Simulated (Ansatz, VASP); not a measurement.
Li2P in VASP and in Ansatz

```
Li P
1.0
     1.39038   -1.97224    3.73088
     1.41593   -1.97011   -3.73857
     2.80145    3.93902   -0.01115
Li P
4 2
Cartesian
  4.1966 2.0330 -1.2041
  2.8284 -0.0654 2.5301
  4.1679 2.0308 1.1802
  2.8249 -0.0661 -2.5551
  4.0018 1.9719 -3.7457
  3.0186 -0.0046 -0.0134
```

Change from the starting cell: marcasite type (Pnnm, No. 58); cell x2, atoms moved at random (sigma 0.15 Å) and cell strained at random (1.5 %), then relaxed without symmetry.

Alike in both runs: functional PBE; k mesh 6 × 6 × 6; occupations gaussian, width 0.1 eV; no spin polarisation.

Ansatz relaxed the structure, and its values are those at the end. VASP's run is a single point on that final structure, the one shown.

|  | VASP | Ansatz |
| --- | --- | --- |
| version | VASP 6.6.1 | Ansatz 0.2.0 |
| potentials or method | VASP PAW PBE potentials, release 64 (Li_sv, P), cutoff 520 eV | scalar-relativistic, plane waves, PAW |
| valence electrons in the cell | 22 | 22 |

```csv
,VASP,Ansatz,Ansatz less VASP
gap on the k mesh at the Fermi level (eV),none,none,-
rms of the force components (eV/Å),0.005,0.005,-0.0008
```

A gap of «none» marks a metal or a gap that the smearing closes.

Noted on VASP's run: the cutoff is short for stress, so the pressure is rough.
